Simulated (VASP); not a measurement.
GaP:

```
Ga P
1.0
     3.48885    0.00000    0.00000
    -1.74443    3.02144    0.00000
     0.00000    0.00000    7.40328
Ga P
2 2
Direct
  0.33333 0.66667 0.50000
  0.66667 0.33333 0.50000
  0.00000 0.00000 0.30769
  0.00000 0.00000 0.69231
```

The cell was generated, and may not be a known phase.

```yaml
Program: VASP 6.6.1
Task: relaxation of cell and atoms
Functional: PBE
Potentials_or_basis: VASP PAW PBE potentials, release 64 (Ga_d, P)
Cutoff: 600 eV
k_mesh: 6 × 6 × 4
Occupations: gaussian, width 0.1 eV
Spin: no spin polarisation
```

At the start: pressure 52.0 GPa; volume 19.51 Å³/atom.

Where does the relaxation end?

Over 14 steps the energy falls by 1860.9 meV/atom and the volume is 26.98 Å³/atom (+38.3 %); space group P6/mmm (No. 191, to 0.1 Å) before and after.

Step by step:
```
step  energy change (eV)  largest force (eV/Å)  pressure (GPa)  volume (Å³)
   1              0.0000                3.5074           51.98        78.04
   2             -3.7219                2.3013           -5.94       170.73
   3             -5.2594                1.4666           -0.75       118.48
   4             -5.2535                1.6422           -1.75       121.59
   5             -5.2593                1.5600           -1.30       120.05
   6             -6.0295                2.4849           -1.45       118.45
   7             -6.9446                3.0654            2.67       109.78
   8             -7.2410                1.8369           -2.51       114.61
   9             -7.4020                0.2923           -1.99       112.90
  10             -7.4139                0.9332            1.42       105.58
  11             -7.4352                0.3791           -0.28       108.67
  12             -7.4302                0.2903            0.75       106.11
  13             -7.4436                0.0722            0.12       107.53
  14             -7.4438                0.0232           -0.15       107.92
```

Final structure:
```
CELL_PARAMETERS angstrom
4.45308 0.00000 0.00000
-2.22654 3.85648 0.00000
0.00000 0.00000 6.28431
ATOMIC_POSITIONS crystal
Ga 0.33333 0.66667 0.50000
Ga 0.66667 0.33333 0.50000
P 0.00000 0.00000 0.31958
P 0.00000 0.00000 0.68042
```

Caveat: the volume moved by over 15 % at a fixed basis, so the end points are rough; this functional lacks dispersion, which binds layers or chains, so the pressure and a relaxed spacing across them are unreliable.
